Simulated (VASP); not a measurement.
Here is a VASP 6.6.1 calculation.

Contents of INCAR:

```
SYSTEM = LuAl3N4
PREC = Accurate
ENCUT = 520
EDIFF = 1E-6
ISMEAR = 0
SIGMA = 0.15
LREAL = .FALSE.
LASPH = .TRUE.
NELM = 100
ALGO = Normal
ISIF = 2
LWAVE = .FALSE.
LCHARG = .FALSE.
GGA = PE
NBANDS = 37
```

The input KPOINTS:

```
Automatic mesh
0
G
  3 3 3
  0 0 0
```

Contents of POSCAR:

```
LuAl3N4
1.0
    6.5550269137      0.0000000000      0.0000000000
   -3.2775134569      5.6768198298      0.0000000000
    0.0000000000      0.0000000000      4.5976635464
Lu Al N
1 3 4
Direct
    0.0000000000      0.0000000000      0.5000000000
    0.4990076939      0.5009923061      0.5000000000
    0.4990076939      0.9980153877      0.5000000000
    0.0019846123      0.5009923061      0.5000000000
    0.6666666667      0.3333333333      0.5000000000
    0.1815779796      0.8184220204      0.5000000000
    0.1815779796      0.3631559591      0.5000000000
    0.6368440409      0.8184220204      0.5000000000
```

Potentials or basis: VASP PAW PBE potentials, release 64 (Lu, Al, N).

Launch:

```sh
$ cat potpaw_PBE.64/Lu/POTCAR potpaw_PBE.64/Al/POTCAR potpaw_PBE.64/N/POTCAR > POTCAR
$ mpirun -np 1 vasp_std > vasp.out
```

Predict the band gap on the k mesh.

0.85 eV, indirect (least direct gap 1.19 eV).

Estimate the pressure.

0.3 GPa.

Predict the largest force.

0.086 eV/Å.

Forces in eV/Å, atoms in the order of the input:
```
Lu   0.000  0.000  0.000
Al  -0.001  0.000  0.000
Al   0.000 -0.001  0.000
Al   0.001  0.000  0.000
N    0.000  0.000  0.000
N    0.075 -0.043  0.000
N    0.000  0.086  0.000
N   -0.075 -0.043  0.000
```

Caveat: the k points lie up to 0.46 Å⁻¹ apart; spin-orbit coupling is left out, which moves the levels of the heavy elements. A k mesh can miss the band edges.
